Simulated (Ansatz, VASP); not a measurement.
**Cu in VASP and in Ansatz**

```
Cu
1.0
     0.00000    1.75377    1.75377
     1.75377    0.00000    1.75377
     1.75377    1.75377    0.00000
Cu
1
Cartesian
  0.0000 0.0000 0.0000
```

Alike in both runs: task single point; functional revPBE; k mesh 24 × 24 × 24; occupations fermi-dirac, width 0.1 eV; no spin polarisation.

|  | VASP | Ansatz |
| --- | --- | --- |
| version | VASP 6.6.1 | Ansatz 0.2.0 |
| potentials or method | VASP PAW PBE potentials, release 64 (Cu), cutoff 520 eV | plane waves (420 eV) with PAW, scalar-relativistic |
| valence electrons in the cell | 11 | 19 |

|  | VASP | Ansatz | Ansatz less VASP |
| --- | --- | --- | --- |
| pressure (GPa) | 23.4 | 22.8 | -0.59 |

VASP's potentials were made for PBE, not for revPBE. The functional is the same, so the differences come from potentials, cutoffs and numerics. VASP's potentials hold 11 valence electrons a cell and Ansatz's 19, so a difference there can come from the potentials and not from the codes.
